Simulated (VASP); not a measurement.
# In2BAs3 (P-4m2) in VASP: density of states with PBE

Aim: the density of states of In2BAs3 with PBE.

All numbers are computed with VASP 6.6.1; they aren't measurements. Logs are shortened: lines on timing, memory, paths and dates and some standing lists are left out, and cuts for length are marked.

### 1 The cell of the first run

Symmetry: P-4m2, No. 115, tetragonal system. Conventional cell: a = 3.232 Å, b = 3.232 Å, c = 12.318 Å, α = 90.00°, β = 90.00°, γ = 90.00°. Within 4.1 Å of In (site symmetry 2mm) lie 2 B at 3.09 Å and 6 As at 3.09 to 3.68 Å and 4 In at 3.23 Å. Within 3.0 Å of B (site symmetry -4m2) lie 4 As at 2.29 Å. Within 3.5 Å of As (site symmetry 2mm) lie 8 As at 2.62 to 3.23 Å. As (site symmetry -4m2) has 4 B at 2.29 Å within 3.0 Å.

### 2 Density of states, PBE

POSCAR reads:

```
In2BAs3
1.0
    3.2321804694      0.0000000000      0.0000000000
    0.0000000000      3.2321804694      0.0000000000
    0.0000000000      0.0000000000     12.3184521940
In B As
2 1 3
Direct
    0.5000000000      0.0000000000      0.7864624704
    0.0000000000      0.5000000000      0.2135375296
    0.5000000000      0.5000000000      0.0000000000
    0.5000000000      0.0000000000      0.4477031045
    0.0000000000      0.5000000000      0.5522968955
    0.0000000000      0.0000000000      0.0000000000
```

INCAR.step1 reads:

```
SYSTEM = In2BAs3
PREC = Accurate ; ENCUT = 520
EDIFF = 1E-7 ; ISMEAR = 0
SIGMA = 0.1 ; LREAL = .FALSE.
LASPH = .TRUE. ; NELM = 100
ALGO = Normal ; ISIF = 2
LWAVE = .FALSE. ; LCHARG = .TRUE.
GGA = PE ; NBANDS = 31
```

KPOINTS.step1 reads:

```
regular mesh
0
G
  12 12 4
  0 0 0
```

INCAR.step2 reads:

```
SYSTEM = In2BAs3
PREC = Accurate ; ENCUT = 520
EDIFF = 1E-7 ; ISMEAR = -5
SIGMA = 0.1 ; LREAL = .FALSE.
LASPH = .TRUE. ; NELM = 100
ALGO = Normal ; ISIF = 2
LWAVE = .FALSE. ; LCHARG = .FALSE.
GGA = PE ; LORBIT = 10
NBANDS = 31 ; NEDOS = 2001
ICHARG = 11
```

KPOINTS.step2 reads:

```
regular mesh
0
G
  18 18 6
  0 0 0
```

Potentials or basis: VASP PAW PBE potentials, release 64 (In_d, B, As).

Launch:

```
$ cat potpaw_PBE.64/In_d/POTCAR potpaw_PBE.64/B/POTCAR potpaw_PBE.64/As/POTCAR > POTCAR
$ cp INCAR.step1 INCAR
$ cp KPOINTS.step1 KPOINTS
$ mpirun -np 1 vasp_std > vasp.out
$ cp INCAR.step2 INCAR
$ cp KPOINTS.step2 KPOINTS
$ mpirun -np 1 vasp_std > vasp.out
```

OUTCAR:

```text
SYSTEM = In2BAs3
   PREC = Accurate
   ENCUT = 520
   EDIFF = 1E-7
   ISMEAR = -5
   LREAL = .FALSE.
   LASPH = .TRUE.
   NELM = 100
   ISIF = 2
   GGA = PE
   LORBIT = 10
   ICHARG = 11

 ion  position               nearest neighbor table
   1  0.500  0.000  0.786-   3 3.09   6 3.09   3 3.09   6 3.09
   2  0.000  0.500  0.214-   3 3.09   6 3.09   6 3.09   3 3.09
   3  0.500  0.500  0.000-   6 2.29   6 2.29   6 2.29   6 2.29   2 3.09   2 3.09   1 3.09   1 3.09

   4  0.500  0.000  0.448-   5 2.62   5 2.62   5 2.62   5 2.62
   5  0.000  0.500  0.552-   4 2.62   4 2.62   4 2.62   4 2.62
   6  0.000  0.000  0.000-   3 2.29   3 2.29   3 2.29   3 2.29   2 3.09   1 3.09   1 3.09   2 3.09

  LATTYP: Found a simple tetragonal cell.
 ALAT       =     3.2321804694
 C/A-ratio  =     3.8111894774

  Lattice vectors:

 A1 = (   3.2321804694,   0.0000000000,   0.0000000000)
 A2 = (   0.0000000000,   3.2321804694,   0.0000000000)
 A3 = (   0.0000000000,   0.0000000000,  12.3184521940)

Analysis of symmetry for initial positions (statically):
=====================================================================
 Subroutine PRICEL returns:
 Original cell was already a primitive cell.

 Routine SETGRP: Setting up the symmetry group for a
 simple tetragonal supercell.

 Subroutine GETGRP returns: Found  8 space group operations
 (whereof  8 operations were pure point group operations)
 out of a pool of 16 trial point group operations.

The static configuration has the point symmetry D_2d.

Analysis of symmetry for dynamics (positions and initial velocities):
=====================================================================
 Subroutine PRICEL returns:
 Original cell was already a primitive cell.

 Routine SETGRP: Setting up the symmetry group for a
 simple tetragonal supercell.

 Subroutine GETGRP returns: Found  8 space group operations
 (whereof  8 operations were pure point group operations)
 out of a pool of 16 trial point group operations.

The dynamic configuration has the point symmetry D_2d.

 Subroutine INISYM returns: Found  8 space group operations
 (whereof  8 operations are pure point group operations),
 and found     1 'primitive' translations

----------------------------------------------------------------------------------------

                                     Primitive cell

  volume of cell :     128.6908

  direct lattice vectors                    reciprocal lattice vectors
     3.232180469  0.000000000  0.000000000     0.309388665  0.000000000  0.000000000
     0.000000000  3.232180469  0.000000000     0.000000000  0.309388665  0.000000000
     0.000000000  0.000000000 12.318452194     0.000000000  0.000000000  0.081179030

  length of vectors
     3.232180469  3.232180469 12.318452194     0.309388665  0.309388665  0.081179030

  position of ions in fractional coordinates (direct lattice)
     0.500000000  0.000000000  0.786462470
     0.000000000  0.500000000  0.213537530
     0.500000000  0.500000000  0.000000000
     0.500000000  0.000000000  0.447703105
     0.000000000  0.500000000  0.552296895
     0.000000000  0.000000000  0.000000000

  ion indices of the primitive-cell ions
   primitive index   ion index
                 1           1
                 2           2
                 3           3
                 4           4
                 5           5
                 6           6

----------------------------------------------------------------------------------------

 KPOINTS: regular mesh

Automatic generation of k-mesh.
 Grid dimensions read from file:
 generate k-points for:   18   18    6

 Generating k-lattice:

  Cartesian coordinates                     Fractional coordinates (reciprocal lattice)
     0.017188259  0.000000000  0.000000000     0.055555556  0.000000000  0.000000000
     0.000000000  0.017188259  0.000000000     0.000000000  0.055555556  0.000000000
     0.000000000  0.000000000  0.013529838     0.000000000  0.000000000  0.166666667

  Length of vectors
     0.017188259  0.017188259  0.013529838

  Shift w.r.t. Gamma in fractional coordinates (k-lattice)
     0.000000000  0.000000000  0.000000000

 TETIRR: Found   2916 inequivalent tetrahedra from    11664

 Subroutine IBZKPT returns following result:
 ===========================================

 Found    220 irreducible k-points:

 Following reciprocal coordinates:
            Coordinates               Weight
  0.000000  0.000000  0.000000      1.000000
  0.055556  0.000000  0.000000      4.000000
  0.111111  0.000000  0.000000      4.000000
  0.166667  0.000000  0.000000      4.000000
  0.222222  0.000000  0.000000      4.000000
  0.277778  0.000000  0.000000      4.000000
[... 16 lines left out ...]
  0.277778  0.111111  0.000000      8.000000
  0.333333  0.111111  0.000000      8.000000
 [... further k-points ...]
   k-points           NKPTS =    220   k-points in BZ     NKDIM =    220   number of bands    NBANDS=     31
   number of dos      NEDOS =   2001   number of ions     NIONS =      6
   total plane-waves  NPLWV =  55296
   dimension x,y,z NGX =    24 NGY =   24 NGZ =   96
   dimension x,y,z NGXF=    48 NGYF=   48 NGZF=  192
   ions per type =               2   1   3
   NGX,Y,Z   is equivalent  to a cutoff of  12.34, 12.34, 12.96 a.u.
   NGXF,Y,Z  is equivalent  to a cutoff of  24.69, 24.69, 25.91 a.u.
 SYSTEM =  In2BAs3
   PREC   = accura    normal or accurate (medium, high low for compatibility)
   ISTART =      0    job   : 0-new  1-cont  2-samecut
   ICHARG =     11    charge: 1-file 2-atom 10-const
   ISPIN  =      1    spin polarized calculation?
   LNONCOLLINEAR =      F non collinear calculations
   LSORBIT =      F    spin-orbit coupling
   LASPH  =      T    aspherical Exc in radial PAW
   ENCUT  =  520.0 eV  38.22 Ry    6.18 a.u.   6.01  6.01 22.90*2*pi/ulx,y,z
   NELM   =    100;   NELMIN=  2; NELMDL=  0     # of ELM steps
   EDIFF  = 0.1E-06   stopping-criterion for ELM
   LREAL  =      F    real-space projection
   EDIFFG = 0.1E-05   stopping-criterion for IOM
   NSW    =      0    number of steps for IOM
   IBRION =     -1    ionic relax: 0-MD 1-quasi-New 2-CG
   NFREE  =      0    steps in history (QN), initial steepest desc. (CG)
   ISIF   =      2    stress and relaxation
   ISYM   =      2    0-nonsym 1-usesym 2-fastsym
   POTIM  = 0.5000    time-step for ionic-motion
   TEBEG  =    0.0;   TEEND  =   0.0 temperature during run
   PSTRESS=    0.0 pullay stress
   NELECT =      44.0000    total number of electrons
   NUPDOWN=      -1.0000    fix difference up-down
   EMIN   =  10.00;   EMAX   =-10.00  energy-range for DOS
   EFERMI =   0.00;   METHOD = LEGACY
   ISMEAR =    -5;   SIGMA  =   0.10  broadening in eV -4-tet -1-fermi 0-gaus
   EFERMI_NEDOS =   21; number of points for ismear=-14 and -15
   IALGO  =     38    algorithm
   IMIX   =      4    mixing-type and parameters
     AMIX     =   0.40;   BMIX     =  1.00
     AMIX_MAG =   1.60;   BMIX_MAG =  1.00
  volume/ion in A,a.u.               =      21.45       144.74
  Fermi-wavevector in a.u.,A,eV,Ry     =   1.144748  2.163260 17.829731  1.310448
  Thomas-Fermi vector in A             =   2.281439
   LORBIT       =     10    0 simple, 1 ext, 2 COOP (PROOUT), +10 PAW based schemes
   GGA     = PE    functional components
   LHFCALC =     F    Hartree Fock is set to
   AEXX    =    0.0000 exact exchange contribution
   IVDW    =     0    specifies the selected vdW correction
   LEPSILON=     F    determine dielectric tensor
   LRPA    =     F    only Hartree local field effects (RPA)
 non-spin polarized calculation
 Fermi weights with tetrahedron method with Bloechl corrections
  energy-cutoff  :      520.00
  volume of cell :      128.69
 maximum number of plane-waves:      3502

 number of electron      44.0000004 magnetization

 Free energy of the ion-electron system (eV)
  ---------------------------------------------------
  ext. energy  EPLUGINS =         0.00000000
  ---------------------------------------------------
  free energy    TOTEN  =       -23.13366893 eV

  energy without entropy =      -23.13366893  energy(sigma->0) =      -23.13366893

 E-fermi :   5.8173     XC(G=0): -10.0548

 val. band max:        6.0075455765   @ k =   0.3889   0.0000   0.3333
 cond. band min:       5.6834065166   @ k =   0.0000   0.0000   0.3333
 fundamental gap:     -0.3241390599
 Fermi energy:         5.8172743798

 k-point     1 :       0.0000    0.0000    0.0000
  band No.  band energies     occupation
      1      -8.9250      2.00000
      2      -8.8570      2.00000
      3      -8.8541      2.00000
      4      -8.7459      2.00000
      5      -8.6884      2.00000
      6      -8.4865      2.00000
[... 23 lines left out ...]
     30      11.5626      0.00000
     31      12.9914      0.00000

 k-point     2 :       0.0556    0.0000    0.0000
  band No.  band energies     occupation
      1      -8.8919      2.00000
      2      -8.8487      2.00000
      3      -8.8462      2.00000
      4      -8.7313      2.00000
      5      -8.6844      2.00000
      6      -8.4931      2.00000
[... 23 lines left out ...]
     30      11.6860      0.00000
     31      12.7304      0.00000

 k-point     3 :       0.1111    0.0000    0.0000
  band No.  band energies     occupation
      1      -8.8324      2.00000
      2      -8.8280      2.00000
      3      -8.8040      2.00000
      4      -8.6720      2.00000
      5      -8.6696      2.00000
      6      -8.5090      2.00000
[... 23 lines left out ...]
     30      11.7097      0.00000
     31      12.2390      0.00000

 k-point     4 :       0.1667    0.0000    0.0000
  band No.  band energies     occupation
      1      -8.8057      2.00000
      2      -8.8016      2.00000
      3      -8.7318      2.00000
      4      -8.6464      2.00000
      5      -8.5694      2.00000
      6      -8.5183      2.00000
[... 23 lines left out ...]
     30      11.6780      0.00000
     31      12.7584      0.00000

 k-point     5 :       0.2222    0.0000    0.0000
  band No.  band energies     occupation
      1      -8.7850      2.00000
      2      -8.7759      2.00000
      3      -8.6697      2.00000
      4      -8.6081      2.00000
      5      -8.5786      2.00000
      6      -8.5413      2.00000
[... 23 lines left out ...]
     30      11.3367      0.00000
     31      12.0378      0.00000
[... 542 lines left out ...]
     30      11.3472      0.00000
     31      11.6348      0.00000

 k-point    22 :       0.2222    0.1111    0.0000
  band No.  band energies     occupation
      1      -8.7408      2.00000
      2      -8.7328      2.00000
      3      -8.6576      2.00000
      4      -8.6045      2.00000
      5      -8.5728      2.00000
      6      -8.5383      2.00000
[... 23 lines left out ...]
     30      10.7968      0.00000
     31      11.4499      0.00000

 k-point    23 :       0.2778    0.1111    0.0000
  band No.  band energies     occupation
      1      -8.7249      2.00000
      2      -8.7124      2.00000
      3      -8.6215      2.00000
      4      -8.5783      2.00000
      5      -8.5646      2.00000
      6      -8.5552      2.00000
[... 23 lines left out ...]
     30      10.5622      0.00000
     31      11.3757      0.00000

 k-point    24 :       0.3333    0.1111    0.0000
  band No.  band energies     occupation
      1      -8.7135      2.00000
      2      -8.6993      2.00000
      3      -8.6399      2.00000
      4      -8.5934      2.00000
      5      -8.5254      2.00000
      6      -8.5131      2.00000
[... 23 lines left out ...]
     30      10.7656      0.00000
     31      11.1769      0.00000

 [... further k-points ...]

------------------------ aborting loop because EDIFF is reached ----------------------------------------

  FORCE on cell =-STRESS in cart. coord.  units (eV):
  Direction    XX          YY          ZZ          XY          YZ          ZX
  --------------------------------------------------------------------------------------
  -------------------------------------------------------------------------------------
  Total       -0.1044218     -0.1044218      0.4212660      0.0000000      0.0000000      0.0000000
  in kB       -1.3000330     -1.3000330      5.2446875      0.0000000      0.0000000      0.0000000
  external PRESSURE =       0.8815405 kB  Pullay stress =       0.0000000 kB

 VOLUME and BASIS-vectors are now :
 -----------------------------------------------------------------------------
  energy-cutoff  :      520.00
  volume of cell :      128.69
      direct lattice vectors                 reciprocal lattice vectors
     3.232180469  0.000000000  0.000000000     0.309388665  0.000000000  0.000000000
     0.000000000  3.232180469  0.000000000     0.000000000  0.309388665  0.000000000
     0.000000000  0.000000000 12.318452194     0.000000000  0.000000000  0.081179030

 POSITION                                       TOTAL-FORCE (eV/Angst)
 -----------------------------------------------------------------------------------
      1.61609      0.00000      9.68800         0.000000      0.000000     -0.066630
      0.00000      1.61609      2.63045        -0.000000      0.000000      0.066630
      1.61609      1.61609      0.00000        -0.000000     -0.000000      0.000000
      1.61609      0.00000      5.51501        -0.000000      0.000000     -0.023054
      0.00000      1.61609      6.80344        -0.000000     -0.000000      0.023054
      0.00000      0.00000      0.00000        -0.000000      0.000000      0.000000
 -----------------------------------------------------------------------------------
    total drift:                                0.000000      0.000000     -0.000000

  FREE ENERGIE OF THE ION-ELECTRON SYSTEM (eV)
  ---------------------------------------------------
  free  energy   TOTEN  =       -23.1336689307 eV

  energy  without entropy=      -23.1336689307  energy(sigma->0) =      -23.13366893

 total charge

# of ion       s       p       d       tot
------------------------------------------
    1        1.038   0.400   9.853  11.291
    2        1.038   0.400   9.853  11.291
    3        0.716   0.861   0.000   1.577
    4        1.313   1.323   0.053   2.689
    5        1.313   1.323   0.053   2.689
    6        1.244   1.406   0.079   2.729
--------------------------------------------------
tot          6.662   5.713  19.891  32.266
```

It took 23 min on 1 thread of Oxide Virtual Turin-like, shared host; peak memory 0.77 GiB.

What came out:

* Valence electrons inside the program's atomic spheres: In 11.29; B 1.58; As 2.69, 2.73

Levels at points of the mesh, in eV from the Fermi level:
```
           k point  band 20  band 21  band 22  band 23  band 24  band 25
(0.00, 0.00, 0.00)    -1.18    -1.18    -0.13     0.51     3.05     4.25
(0.50, 0.00, 0.00)    -2.09     0.60     0.92     1.46     1.75     1.93
(0.50, 0.50, 0.00)    -1.11    -1.11    -0.93    -0.31    -0.31     0.63
(0.00, 0.00, 0.50)    -1.18    -0.28    -0.16    -0.07     2.58     4.26
(0.50, 0.00, 0.50)    -1.39    -0.37    -0.01     1.46     1.75     1.93
(0.50, 0.50, 0.50)    -1.08    -1.08    -0.74    -0.36    -0.36    -0.09
```

Caveat: spin-orbit coupling is left out, which moves the levels of the heavy elements; tetrahedron occupations give inexact forces and stress in metals.
